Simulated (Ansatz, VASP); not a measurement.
C: VASP beside Ansatz

```
C
1.0
     2.45873    0.00000    0.00000
    -1.22937    2.12933    0.00000
     0.00000    0.00000    7.24581
C
4
Direct
  0.94225 0.00000 0.00250
  0.05775 0.00000 0.50250
  0.27558 0.66667 0.00250
  0.72442 0.33333 0.50250
```

Change from the starting cell: mode 4 frozen in at -0.142 Å and mode 5 at -0.000 Å (largest displacements).

Alike in both runs: task single point; functional PBEsol; k mesh 18 × 18 × 6; occupations gaussian, width 0.15 eV; no spin polarisation.

|  | VASP | Ansatz |
| --- | --- | --- |
| version | VASP 6.6.1 | Ansatz 0.2.0 |
| potentials or method | VASP PAW PBE potentials, release 64 (C), cutoff 520 eV | scalar-relativistic, plane waves, PAW |
| valence electrons in the cell | 16 | 16 |

```tsv
	VASP	Ansatz	Ansatz less VASP
gap on the k mesh at the Fermi level (eV)	0.01	0.01	0.000
least direct gap on the mesh (eV)	0.01	0.01	0.000
pressure (GPa)	0.7	0.0	-0.68
traceless stress, the component that is largest in VASP (GPa)	-0.69	0.06	+0.751
```

VASP's potentials were made for PBE, not for PBEsol, and Ansatz warns of the same on its side. With one functional, cell and mesh, what is left measures potentials, basis and numerics.
